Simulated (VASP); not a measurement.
BN, 2 atoms in the cell. The typed cell holds 2 atoms: a = 2.569 Å, b = 2.569 Å, c = 3.354 Å, α = 101.11°, β = 101.11°, γ = 119.81°. 

```yaml
Program: VASP 6.6.1
Task: single point
Functional: PBEsol
Potentials_or_basis: VASP PAW PBE potentials, release 64 (B, N)
Cutoff: 520 eV
k_mesh: 10 × 10 × 6
Occupations: gaussian, width 0.01 eV
Spin: no spin polarisation
Dipole_correction: no
Further_INCAR_settings: ALGO = Normal; EDIFF = 1e-07; NBANDS = 11
```

Potentials or basis: VASP PAW PBE potentials, release 64 (B, N).

Run with:

```bash
$ cat potpaw_PBE.64/B/POTCAR potpaw_PBE.64/N/POTCAR > POTCAR
$ mpirun -np 1 vasp_std > vasp.out
```

Hardware: 1 thread of Intel Xeon 8259CL (shared host).

Question: Estimate the wall time of this run.

Answer: Run time: 64 s on 1 thread of Intel Xeon 8259CL, with other jobs on the host, peak memory 0.17 GiB. Counts: scf iterations 13, k points 304.
